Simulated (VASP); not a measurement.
A run of VASP 6.6.1:

Contents of INCAR:

```
ALGO     = Normal         # electronic algorithm
EDIFF    = 1E-6           # SCF threshold, eV
ENCUT    = 520            # plane-wave cutoff, eV
GGA      = PS             # functional
ISIF     = 2              # what is computed and relaxed
ISMEAR   = 0              # smearing method
ISYM     = 0            
LASPH    = True           # aspherical terms in the spheres
LCHARG   = False          # write CHGCAR
LREAL    = False          # projectors in reciprocal space
LWAVE    = False          # write WAVECAR
NBANDS   = 15             # bands
NELM     = 60             # most SCF steps
PREC     = Accurate       # precision mode
SIGMA    = 0.1            # smearing width, eV
```

Contents of KPOINTS:

```
k-points
0
Gamma
  11 4 47
```

Contents of POSCAR:

```
TiC
1.0
    3.0358717259      0.0000000000      0.0000000000
    0.0000000000      9.1076151777      0.0000000000
    1.5179358629      2.5298931049      0.7155618281
Ti C
1 1
Direct
    0.0000000000      0.0000000000      0.0000000000
    0.5000000000      0.5000000000      0.0000000000
```

Potentials or basis: VASP PAW PBE potentials, release 64 (Ti_sv, C).

The run is started by

```sh
$ cat potpaw_PBE.64/Ti_sv/POTCAR potpaw_PBE.64/C/POTCAR > POTCAR
$ mpirun -np 1 vasp_std > vasp.out
```

Hardware: 1 thread of Intel(R) Xeon(R) Platinum 8259CL CPU @ 2.50GHz (Skylake/Cascade Lake), with other jobs on the host.

Question: Estimate the wall time of this run.

Answer: Wall time 16 min on 1 thread of Intel(R) Xeon(R) Platinum 8259CL CPU @ 2.50GHz (Skylake/Cascade Lake), with other jobs on the host, peak memory 0.45 GiB. Counts: scf iterations 14, k points 1035.
